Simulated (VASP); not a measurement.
# WC (Qusongite) (P-6m2) in VASP: further runs

Runs on WC (Qusongite). Level: PBEsol. Tasks: single point.

Everything below comes from runs of VASP 6.6.1. Logs are shortened: lines on timing, memory, paths and dates and some standing lists are left out, and cuts for length are marked.

## 1. The cell of the first run

Symmetry: P-6m2, No. 187, hexagonal system. The conventional cell has a = 2.882 Å, b = 2.882 Å, c = 2.813 Å, α = 90.00°, β = 90.00°, γ = 120.00°. Within 2.9 Å of W (site symmetry -6m2) lie 6 C at 2.18 Å and 8 W at 2.81 to 2.88 Å. C (site symmetry -6m2) has 6 W at 2.18 Å and 8 C at 2.81 to 2.88 Å within 2.9 Å.

## 2. Single point, PBEsol

Input file INCAR:

```
  PREC = Accurate
  ENCUT = 520
  EDIFF = 1E-7
  ISMEAR = -1
  SIGMA = 0.05
  LREAL = False
  LASPH = True
  NELM = 100
  ALGO = Normal
  ISIF = 2
  LWAVE = False
  LCHARG = False
  GGA = PS
  NBANDS = 16
```

Input file KPOINTS:

```
Automatic mesh
0
Gamma
  11 11 10
```

Input file POSCAR:

```
WC
1.0
    2.8820744755      0.0000000000      0.0000000000
   -1.4410372377      2.4959468991      0.0000000000
    0.0000000000      0.0000000000      2.8127618982
W C
1 1
Direct
    0.0000000000      0.0000000000      0.0000000000
    0.6666666667      0.3333333333      0.5000000000
```

Potentials or basis: VASP PAW PBE potentials, release 64 (W_sv, C).

Launch:

```
> cat potpaw_PBE.64/W_sv/POTCAR potpaw_PBE.64/C/POTCAR > POTCAR
> mpirun -np 1 vasp_std > vasp.out
```

OUTCAR:

```text
PREC = Accurate
   ENCUT = 520
   EDIFF = 1E-7
   ISMEAR = -1
   LREAL = False
   LASPH = True
   NELM = 100
   ISIF = 2
   GGA = PS

 ion  position               nearest neighbor table
   1  0.000  0.000  0.000-   2 2.18   2 2.18   2 2.18   2 2.18   2 2.18   2 2.18
   2  0.667  0.333  0.500-   1 2.18   1 2.18   1 2.18   1 2.18   1 2.18   1 2.18

  LATTYP: Found a hexagonal cell.
 ALAT       =     2.8820744755
 C/A-ratio  =     0.9759504559

  Lattice vectors:

 A1 = (   2.8820744755,   0.0000000000,   0.0000000000)
 A2 = (  -1.4410372377,   2.4959468991,   0.0000000000)
 A3 = (   0.0000000000,   0.0000000000,   2.8127618982)

Analysis of symmetry for initial positions (statically):
=====================================================================
 Subroutine PRICEL returns:
 Original cell was already a primitive cell.

 Routine SETGRP: Setting up the symmetry group for a
 hexagonal supercell.

 Subroutine GETGRP returns: Found 12 space group operations
 (whereof 12 operations were pure point group operations)
 out of a pool of 24 trial point group operations.

The static configuration has the point symmetry D_3h.

Analysis of symmetry for dynamics (positions and initial velocities):
=====================================================================
 Subroutine PRICEL returns:
 Original cell was already a primitive cell.

 Routine SETGRP: Setting up the symmetry group for a
 hexagonal supercell.

 Subroutine GETGRP returns: Found 12 space group operations
 (whereof 12 operations were pure point group operations)
 out of a pool of 24 trial point group operations.

The dynamic configuration has the point symmetry D_3h.

 Subroutine INISYM returns: Found 12 space group operations
 (whereof 12 operations are pure point group operations),
 and found     1 'primitive' translations

----------------------------------------------------------------------------------------

                                     Primitive cell

  volume of cell :      20.2336

  direct lattice vectors                    reciprocal lattice vectors
     2.882074476  0.000000000  0.000000000     0.346972297  0.200324775  0.000000000
    -1.441037238  2.495946899  0.000000000     0.000000000  0.400649549  0.000000000
     0.000000000  0.000000000  2.812761898     0.000000000  0.000000000  0.355522450

[... 74 lines left out ...]
   PREC   = accura    normal or accurate (medium, high low for compatibility)
   ISTART =      0    job   : 0-new  1-cont  2-samecut
   ICHARG =      2    charge: 1-file 2-atom 10-const
   ISPIN  =      1    spin polarized calculation?
   LNONCOLLINEAR =      F non collinear calculations
   LSORBIT =      F    spin-orbit coupling
   LASPH  =      T    aspherical Exc in radial PAW
   ENCUT  =  520.0 eV  38.22 Ry    6.18 a.u.   5.36  5.36  5.23*2*pi/ulx,y,z
   NELM   =    100;   NELMIN=  2; NELMDL= -5     # of ELM steps
   EDIFF  = 0.1E-06   stopping-criterion for ELM
   LREAL  =      F    real-space projection
   EDIFFG = 0.1E-05   stopping-criterion for IOM
   NSW    =      0    number of steps for IOM
   IBRION =     -1    ionic relax: 0-MD 1-quasi-New 2-CG
   NFREE  =      0    steps in history (QN), initial steepest desc. (CG)
   ISIF   =      2    stress and relaxation
   ISYM   =      2    0-nonsym 1-usesym 2-fastsym
   POTIM  = 0.5000    time-step for ionic-motion
   TEBEG  =    0.0;   TEEND  =   0.0 temperature during run
   PSTRESS=    0.0 pullay stress
   NELECT =      18.0000    total number of electrons
   NUPDOWN=      -1.0000    fix difference up-down
   EMIN   =  10.00;   EMAX   =-10.00  energy-range for DOS
   EFERMI =   0.00;   METHOD = LEGACY
   ISMEAR =    -1;   SIGMA  =   0.05  broadening in eV -4-tet -1-fermi 0-gaus
   EFERMI_NEDOS =   21; number of points for ismear=-14 and -15
   IALGO  =     38    algorithm
   IMIX   =      4    mixing-type and parameters
     AMIX     =   0.40;   BMIX     =  1.00
     AMIX_MAG =   1.60;   BMIX_MAG =  1.00
  volume/ion in A,a.u.               =      10.12        68.27
  Fermi-wavevector in a.u.,A,eV,Ry     =   1.574495  2.975363 33.729293  2.479033
  Thomas-Fermi vector in A             =   2.675620
   LORBIT       =      0    0 simple, 1 ext, 2 COOP (PROOUT), +10 PAW based schemes
   GGA     = PS    functional components
   LHFCALC =     F    Hartree Fock is set to
   AEXX    =    0.0000 exact exchange contribution
   IVDW    =     0    specifies the selected vdW correction
   LEPSILON=     F    determine dielectric tensor
   LRPA    =     F    only Hartree local field effects (RPA)
 non-spin polarized calculation
  energy-cutoff  :      520.00
  volume of cell :       20.23
 maximum number of plane-waves:       561
 NGX is ok and might be reduce to    24
   NGX = 11   NGY = 11   NGZ = 11

 number of electron      18.0000000 magnetization

 Free energy of the ion-electron system (eV)
  ---------------------------------------------------
  ext. energy  EPLUGINS =         0.00000000
  ---------------------------------------------------
  free energy    TOTEN  =       -23.89124418 eV

  energy without entropy =      -23.88876153  energy(sigma->0) =      -23.89000286

 E-fermi :  11.3633     XC(G=0): -14.0688

 val. band max:       11.3500229660   @ k =   0.2727   0.2727   0.0000
 cond. band min:      11.4001037815   @ k =   0.0000   0.0000   0.1000
 fundamental gap:      0.0500808155
 Fermi energy:        11.3633346127

 k-point     1 :       0.0000    0.0000    0.0000
  band No.  band energies     occupation
      1     -62.5889      2.00000
      2     -26.5758      2.00000
      3     -26.4623      2.00000
      4     -26.4623      2.00000
      5      -3.3260      2.00000
      6       6.8175      2.00000
[... 433 lines left out ...]
      3     -26.5962      2.00000
      4     -26.5707      2.00000
      5      -1.7111      2.00000
      6       5.8999      2.00000
[... 8 lines left out ...]
     15      24.9593      0.00000
     16      29.3594      0.00000

 [... further k-points ...]
[... 5 lines left out ...]
  --------------------------------------------------------------------------------------
  -------------------------------------------------------------------------------------
  Total        1.0404373      1.0404349      1.1554087      0.0000000      0.0000000      0.0000000
  in kB       82.3859162     82.3857305     91.4898079      0.0000000      0.0000000      0.0000000
  external PRESSURE =      85.4204849 kB  Pullay stress =       0.0000000 kB

 VOLUME and BASIS-vectors are now :
 -----------------------------------------------------------------------------
  energy-cutoff  :      520.00
  volume of cell :       20.23
      direct lattice vectors                 reciprocal lattice vectors
     2.882074476  0.000000000  0.000000000     0.346972297  0.200324775  0.000000000
    -1.441037238  2.495946899  0.000000000     0.000000000  0.400649549  0.000000000
     0.000000000  0.000000000  2.812761898     0.000000000  0.000000000  0.355522450

 POSITION                                       TOTAL-FORCE (eV/Angst)
 -----------------------------------------------------------------------------------
      0.00000      0.00000      0.00000         0.000000      0.000000      0.000000
      1.44104      0.83198      1.40638        -0.000000     -0.000000      0.000000
 -----------------------------------------------------------------------------------
    total drift:                                0.000000     -0.000010      0.000000

  FREE ENERGIE OF THE ION-ELECTRON SYSTEM (eV)
  ---------------------------------------------------
  free  energy   TOTEN  =       -23.8912441802 eV

  energy  without entropy=      -23.8887615308  energy(sigma->0) =      -23.89000286
```

OSZICAR:

```text
N       E                     dE             d eps       ncg     rms          rms(c)
DAV:   1     0.109316771876E+03    0.10932E+03   -0.93253E+03  3088   0.126E+03
DAV:   2    -0.236840379120E+02   -0.13300E+03   -0.12875E+03  3736   0.341E+02
DAV:   3    -0.267763199069E+02   -0.30923E+01   -0.30848E+01  3304   0.494E+01
DAV:   4    -0.267917612832E+02   -0.15441E-01   -0.15441E-01  4080   0.393E+00
DAV:   5    -0.267918726820E+02   -0.11140E-03   -0.11140E-03  3280   0.314E-01    0.348E+01
DAV:   6    -0.239830268172E+02    0.28088E+01   -0.52156E+00  3736   0.249E+01    0.992E+00
DAV:   7    -0.239240616915E+02    0.58965E-01   -0.36416E-01  3152   0.460E+00    0.657E+00
DAV:   8    -0.238923751623E+02    0.31687E-01   -0.57099E-02  3504   0.189E+00    0.930E-01
DAV:   9    -0.238913829431E+02    0.99222E-03   -0.28577E-03  3392   0.380E-01    0.113E-01
DAV:  10    -0.238912467535E+02    0.13619E-03   -0.28780E-04  3712   0.201E-01    0.505E-02
DAV:  11    -0.238912450266E+02    0.17269E-05   -0.16763E-05  3528   0.380E-02    0.825E-03
DAV:  12    -0.238912441991E+02    0.82759E-06   -0.25362E-06  3376   0.126E-02    0.830E-04
DAV:  13    -0.238912441802E+02    0.18877E-07   -0.10950E-07  2976   0.270E-03
   1 F= -.23891244E+02 E0= -.23890003E+02  d E =-.248265E-02
```

stdout:

```text
POSCAR found type information on POSCAR W C
 POSCAR found :  2 types and       2 ions
 scaLAPACK will be used
 -----------------------------------------------------------------------------
|                                                                             |
|                                                                             |
|     You enforced a specific xc type in the INCAR file but a different       |
|     I HOPE YOU KNOW WHAT YOU ARE DOING!                                     |
|                                                                             |
 -----------------------------------------------------------------------------

 LDA part: xc-table for (Slater+PW92), standard interpolation
 POSCAR, INCAR and KPOINTS ok, starting setup
 FFT: planning ... GRIDC
 FFT: planning ... GRID_SOFT
 FFT: planning ... GRID
 WAVECAR not read
 entering main loop
```

Run time: 17 s. Hardware: 1 thread of Intel Xeon 6975P-C, shared host; peak memory 0.16 GiB.

What came out:

| Item | Value |
| --- | --- |
| Free energy | -23.8912 eV |
| Pressure | 8.5 GPa |
| Band gap on the k mesh | zero (band 9 reaches 11.96 eV, above the bottom of band 10 at 10.67 eV) |

Stress tensor (GPa, compression positive):
```
8.24 0.00 0.00
0.00 8.24 0.00
0.00 0.00 9.15
```

Levels at points of the mesh, in eV from the Fermi level:
| k point | band 6 | band 7 | band 8 | band 9 | band 10 | band 11 | band 12 | band 13 |
| --- | --- | --- | --- | --- | --- | --- | --- | --- |
| (0.00, 0.00, 0.00) | -4.55 | -3.50 | -3.50 | 0.06 | 3.28 | 3.28 | 5.73 | 5.73 |
| (0.00, 0.00, 0.50) | -8.90 | -2.14 | -2.14 | -0.69 | -0.69 | 3.73 | 4.53 | 4.53 |

Caveat: the PAW data sets were made with another functional, which shifts forces and pressure a little; spin-orbit coupling is left out, which moves the levels of the heavy elements.

## 3. Single point, PBEsol

This run uses another cell than the first one, of 10.38 Å³/atom, 1.026 times its volume.

Input file INCAR:

```
ALGO     = Normal         # electronic algorithm
EDIFF    = 1E-6           # SCF threshold, eV
ENCUT    = 520            # plane-wave cutoff, eV
GGA      = PS             # functional
ISIF     = 2              # what is computed and relaxed
ISMEAR   = -1             # smearing method
LASPH    = T              # aspherical terms in the spheres
LCHARG   = F              # write CHGCAR
LREAL    = F              # projectors in reciprocal space
LWAVE    = F              # write WAVECAR
NBANDS   = 16             # bands
NELM     = 100            # most SCF steps
PREC     = Accurate       # precision mode
SIGMA    = 0.05           # smearing width, eV
```

Input file KPOINTS:

```
k-points
0
Gamma
  11 11 10
```

Input file POSCAR:

```
WC
1.0
    2.9065000000      0.0000000000      0.0000000000
   -1.4532500000      2.5171000000      0.0000000000
    0.0000000000      0.0000000000      2.8366000000
W C
1 1
Direct
    0.0000000000      0.0000000000      0.0000000000
    0.6666666667      0.3333333333      0.5000000000
```

Potentials or basis: VASP PAW PBE potentials, release 64 (W_sv, C).

Launch:

```
> cat potpaw_PBE.64/W_sv/POTCAR potpaw_PBE.64/C/POTCAR > POTCAR
> mpirun -np 1 vasp_std > vasp.out
```

Wall time 14 s (1 thread of Intel Xeon 6975P-C, shared host); peak memory 0.16 GiB.

It converged, with:

- Free energy: -23.9014 eV
- Pressure: -2.2 GPa
- Band gap on the k mesh: zero (band 9 reaches 11.59 eV, above the bottom of band 10 at 10.33 eV)

Stress tensor (GPa, compression positive):
```
-1.99  0.00  0.00
 0.00 -1.99  0.00
 0.00  0.00 -2.66
```

Levels at points of the mesh, in eV from the Fermi level:
```
           k point  band 7  band 8  band 9  band 10  band 11  band 12
(0.00, 0.00, 0.00)   -3.38   -3.38    0.07     3.17     3.17     5.60
(0.00, 0.00, 0.50)   -2.06   -2.06   -0.65    -0.65     3.64     4.48
```

Caveat: the PAW data sets were made with another functional, which shifts forces and pressure a little; spin-orbit coupling is left out, which moves the levels of the heavy elements.

## 4. Single point, PBEsol

This run uses another cell than the first one, of 10.64 Å³/atom, 1.051 times its volume.

Input file INCAR:

```
ALGO = Normal ; EDIFF = 1E-6
ENCUT = 520 ; GGA = PS
ISIF = 2 ; ISMEAR = -1
LASPH = T ; LCHARG = F
LREAL = F ; LWAVE = F
NBANDS = 16 ; NELM = 80
PREC = Accurate ; SIGMA = 0.05
```

KPOINTS is that of step 3.

Input file POSCAR:

```
WC
1.0
    2.9305217505      0.0000000000      0.0000000000
   -1.4652608753      2.5379034227      0.0000000000
    0.0000000000      0.0000000000      2.8600440384
W C
1 1
Direct
    0.0000000000      0.0000000000      0.0000000000
    0.6666666667      0.3333333333      0.5000000000
```

Potentials or basis: VASP PAW PBE potentials, release 64 (W_sv, C).

Launch:

```
> cat potpaw_PBE.64/W_sv/POTCAR potpaw_PBE.64/C/POTCAR > POTCAR
> mpirun -np 1 vasp_std > vasp.out
```

OUTCAR:

```text
EDIFF = 1E-6
   ENCUT = 520
   GGA = PS
   ISIF = 2
   ISMEAR = -1
   LASPH = T
   LREAL = F
   NELM = 80
   PREC = Accurate

 ion  position               nearest neighbor table
   1  0.000  0.000  0.000-   2 2.22   2 2.22   2 2.22   2 2.22   2 2.22   2 2.22
   2  0.667  0.333  0.500-   1 2.22   1 2.22   1 2.22   1 2.22   1 2.22   1 2.22

  LATTYP: Found a hexagonal cell.
 ALAT       =     2.9305217505
 C/A-ratio  =     0.9759504559

  Lattice vectors:

 A1 = (   2.9305217505,   0.0000000000,   0.0000000000)
 A2 = (  -1.4652608753,   2.5379034227,   0.0000000000)
 A3 = (   0.0000000000,   0.0000000000,   2.8600440384)

Analysis of symmetry for initial positions (statically):
=====================================================================
 Subroutine PRICEL returns:
 Original cell was already a primitive cell.

 Routine SETGRP: Setting up the symmetry group for a
 hexagonal supercell.

 Subroutine GETGRP returns: Found 12 space group operations
 (whereof 12 operations were pure point group operations)
[... 161 lines left out ...]

  energy without entropy =      -23.87705586  energy(sigma->0) =      -23.87806413

 E-fermi :  10.6207     XC(G=0): -13.7923

 val. band max:       10.5477802114   @ k =   0.4545   0.0909   0.5000
 cond. band min:      10.6390240803   @ k =   0.4545   0.0000   0.5000
 fundamental gap:      0.0912438689
 Fermi energy:        10.6207271097

 k-point     1 :       0.0000    0.0000    0.0000
  band No.  band energies     occupation
      1     -63.4118      2.00000
      2     -27.3987      2.00000
      3     -27.3011      2.00000
      4     -27.3011      2.00000
      5      -3.6561      2.00000
      6       6.3894      2.00000
[... 433 lines left out ...]
      3     -27.4163      2.00000
      4     -27.3919      2.00000
      5      -2.1385      2.00000
      6       5.4561      2.00000
[... 8 lines left out ...]
     15      23.9180      0.00000
     16      28.0927      0.00000

 [... further k-points ...]

------------------------ aborting loop because EDIFF is reached ----------------------------------------

  FORCE on cell =-STRESS in cart. coord.  units (eV):
  Direction    XX          YY          ZZ          XY          YZ          ZX
  --------------------------------------------------------------------------------------
  -------------------------------------------------------------------------------------
  Total       -1.4476257     -1.4476225     -1.7253886      0.0000000      0.0000000      0.0000000
  in kB     -109.0370555   -109.0368098   -129.9585189      0.0000000      0.0000000      0.0000000
  external PRESSURE =    -116.0107947 kB  Pullay stress =       0.0000000 kB

 VOLUME and BASIS-vectors are now :
 -----------------------------------------------------------------------------
  energy-cutoff  :      520.00
  volume of cell :       21.27
      direct lattice vectors                 reciprocal lattice vectors
     2.930521751  0.000000000  0.000000000     0.341236164  0.197013013  0.000000000
    -1.465260875  2.537903423  0.000000000     0.000000000  0.394026026  0.000000000
     0.000000000  0.000000000  2.860044038     0.000000000  0.000000000  0.349644966

 POSITION                                       TOTAL-FORCE (eV/Angst)
 -----------------------------------------------------------------------------------
      0.00000      0.00000      0.00000        -0.000000      0.000000      0.000000
      1.46526      0.84597      1.43002         0.000000     -0.000000      0.000000
 -----------------------------------------------------------------------------------
    total drift:                               -0.000000     -0.000009      0.000000

  FREE ENERGIE OF THE ION-ELECTRON SYSTEM (eV)
  ---------------------------------------------------
  free  energy   TOTEN  =       -23.8790724035 eV

  energy  without entropy=      -23.8770558593  energy(sigma->0) =      -23.87806413
```

stdout:

```text
POSCAR found type information on POSCAR W C
 POSCAR found :  2 types and       2 ions
 scaLAPACK will be used
 -----------------------------------------------------------------------------
|                                                                             |
|                                                                             |
|     You enforced a specific xc type in the INCAR file but a different       |
|     I HOPE YOU KNOW WHAT YOU ARE DOING!                                     |
|                                                                             |
 -----------------------------------------------------------------------------

 LDA part: xc-table for (Slater+PW92), standard interpolation
 POSCAR, INCAR and KPOINTS ok, starting setup
 FFT: planning ... GRIDC
 FFT: planning ... GRID_SOFT
 FFT: planning ... GRID
 WAVECAR not read
 entering main loop
```

Wall time 15 s (1 thread of Intel Xeon 6975P-C, shared host); peak memory 0.16 GiB.

Results:

```yaml
Free_energy: -23.8791 eV
Pressure: -11.6 GPa
Band_gap_on_the_k_mesh: zero (band 9 reaches 11.24 eV, above the bottom of band 10 at 10.01 eV)
```

Levels at points of the mesh, in eV from the Fermi level:
| k point | band 6 | band 7 | band 8 | band 9 | band 10 | band 11 | band 12 | band 13 |
| --- | --- | --- | --- | --- | --- | --- | --- | --- |
| (0.00, 0.00, 0.00) | -4.23 | -3.27 | -3.27 | 0.07 | 3.07 | 3.07 | 5.48 | 5.48 |
| (0.00, 0.00, 0.50) | -8.55 | -1.98 | -1.98 | -0.61 | -0.61 | 3.55 | 4.42 | 4.42 |

Caveat: the PAW data sets were made with another functional, which shifts forces and pressure a little; spin-orbit coupling is left out, which moves the levels of the heavy elements.

(Part 1 of 2 ends here.)
